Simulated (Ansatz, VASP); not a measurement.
## LuH2 in VASP and in Ansatz

```
Lu H
1.0
     0.00000    2.47957    2.47957
     2.47957    0.00000    2.47957
     2.47957    2.47957    0.00000
Lu H
1 2
Direct
  0.00000 0.00000 0.00000
  0.25000 0.25000 0.25000
  0.75000 0.75000 0.75000
```

Alike in both runs: functional PBEsol; k mesh 14 × 14 × 14; occupations fermi-dirac, width 0.15 eV; no spin polarisation.

Ansatz relaxed the structure, and its values are those at the end. VASP's run is a single point on that final structure, the one shown.

|  | VASP | Ansatz |
| --- | --- | --- |
| version | VASP 6.6.1 | Ansatz 0.2.0 |
| potentials or method | VASP PAW PBE potentials, release 64 (Lu, H), cutoff 520 eV | scalar-relativistic, plane waves, PAW |
| valence electrons in the cell | 27 | 27 |

```csv
,VASP,Ansatz,Ansatz less VASP
gap on the k mesh at the Fermi level (eV),none,none,-
pressure (GPa),0.4,0.0,-0.37
```

VASP's potentials were made for PBE, not for PBEsol. A gap of «none» marks a metal or a gap that the smearing closes.

Spin-orbit coupling is off throughout.
